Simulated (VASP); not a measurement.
**TiC: single point with PBE**

The system is TiC.

```
Ti C
1.0
     0.00000    2.28446    1.94179
     2.28446    0.00000    1.94179
     2.28446    2.28446    0.00000
Ti C
1 1
Direct
  0.00000 0.00000 0.00000
  0.50000 0.50000 0.50000
```

This cell differs from its parent crystal: ratio of the length along z to the lengths across it x 0.85, volume and fractional coordinates fixed.

```json
{"Program": "VASP 6.6.1", "Task": "single point", "Functional": "PBE", "Potentials or basis": "VASP PAW PBE potentials, release 64 (Ti_sv, C)", "Cutoff": "520 eV", "k mesh": "20 × 20 × 20", "Occupations": "gaussian, width 0.15 eV", "Spin": "no spin polarisation"}
```

```json
{
 "Pressure": "14.1 GPa",
 "Band gap on the k mesh": "zero (band 8 reaches 10.60 eV, above the bottom of band 9 at 8.21 eV)"
}
```

Stress tensor (GPa, compression positive):
```
-15.26   0.00   0.00
  0.00 -15.26   0.00
  0.00   0.00  72.71
```

Levels at points of the mesh, in eV from the Fermi level:
| k point | band 5 | band 6 | band 7 | band 8 | band 9 | band 10 | band 11 | band 12 |
| --- | --- | --- | --- | --- | --- | --- | --- | --- |
| (0.00, 0.00, 0.00) | -12.48 | 0.38 | 0.38 | 1.09 | 1.39 | 1.39 | 1.50 | 1.57 |
| (0.50, 0.00, 0.00) | -8.80 | -5.91 | -3.27 | -3.14 | 2.56 | 3.38 | 4.50 | 7.26 |
| (0.50, 0.50, 0.00) | -10.13 | -2.03 | -1.86 | -0.89 | -0.89 | 2.86 | 3.49 | 3.49 |
| (0.50, 0.00, 0.50) | -10.40 | -4.01 | -1.45 | 0.27 | 0.66 | 2.34 | 3.05 | 3.76 |

Wall time 100 s on 1 thread of AMD EPYC 9R45 96-Core Processor (Zen 5), with other jobs on the host, peak memory 0.27 GiB.
